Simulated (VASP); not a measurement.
Runs of VASP 6.6.1 on CdS. The structure is that of space group F-43m (No. 216), or close to it. The cells are those of the table. 

| level | cell | k mesh | smearing | gap on the mesh (eV) | pressure (GPa) |
| --- | --- | --- | --- | --- | --- |
| r2SCAN | a = 4.178 Å, angles 60.0°, 2 atoms | 8 × 8 × 8 | gaussian 0.05 eV | 1.50 | -0.6 |
| PBE | a = 4.191 Å, angles 60.0°, 2 atoms | 6 × 6 × 6 | gaussian 0.05 eV | 1.04 | 0.3 |
| r2SCAN | a = 4.156 Å, angles 60.0°, 2 atoms | 8 × 8 × 8 | gaussian 0.05 eV | 1.54 | 0.3 |
| PBE | a = 4.129 Å, angles 60.0°, 2 atoms | 6 × 6 × 6 | gaussian 0.05 eV | 1.14 | (b) |
| PBE | a = 4.153 Å, angles 60.0°, 2 atoms | 6 × 6 × 6 | gaussian 0.05 eV | (c) | 1.9 |
| r2SCAN | a = 4.156 Å, angles 60.0°, 2 atoms | 8 × 8 × 8 | fermi-dirac 0.001 eV | 1.54 | 0.3 |
| r2SCAN | a = 4.156 Å, angles 60.0°, 2 atoms | 12 × 12 × 12 | tetrahedron | 1.54 | 0.3 |
| r2SCAN | a = 4.191 Å, angles 60.0°, 2 atoms | 8 × 8 × 8 | gaussian 0.05 eV | 1.48 | (a) |

Alike in all rows: task single point; potentials or basis VASP PAW PBE potentials, release 64 (Cd, S); no spin polarisation; cutoff (eV) 520.

Question: Fill in the values left out.

Answer: (a) -1.2; (b) 3.0; (c) 1.10.

Caveats: the PAW data sets were made with another functional, which shifts forces and pressure a little (some runs).

A k mesh can miss the band edges, and the runs leave out spin-orbit coupling on Cd.
